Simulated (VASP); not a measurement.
# BiTe: single point with PBE

Crystal: BiTe.

```
Bi Te
1.0
     0.00000    3.62486    3.62486
     3.62486    0.00000    3.62486
     3.62486    3.62486    0.00000
Bi Te
1 1
Direct
  0.00000 0.00000 0.00000
  0.25000 0.25000 0.25000
```

```
Program             : VASP 6.6.1
Task                : single point
Functional          : PBE
Potentials or basis : VASP PAW PBE potentials, release 64 (Bi_d, Te)
Cutoff              : 520 eV
k mesh              : 8 × 8 × 8
Occupations         : gaussian, width 0.05 eV
Spin                : no spin polarisation
```

- Pressure: -0.1 GPa

Levels at points of the mesh, in eV from the Fermi level:
| k point | band 8 | band 9 | band 10 | band 11 | band 12 | band 13 | band 14 | band 15 |
| --- | --- | --- | --- | --- | --- | --- | --- | --- |
| (0.00, 0.00, 0.00) | -2.73 | -2.73 | -2.73 | -0.16 | -0.16 | -0.16 | 3.01 | 5.96 |
| (0.50, 0.00, 0.00) | -3.35 | -3.33 | -3.33 | 0.74 | 0.74 | 2.11 | 4.83 | 5.53 |
| (0.50, 0.50, 0.00) | -4.00 | -4.00 | -1.86 | -0.99 | 2.65 | 2.65 | 4.68 | 5.45 |

It took 40 s on 1 thread of Intel(R) Xeon(R) Platinum 8259CL CPU @ 2.50GHz (Skylake/Cascade Lake), on a shared host, peak memory 0.25 GiB.

Caveat: spin-orbit coupling is left out, which moves the levels of the heavy elements.
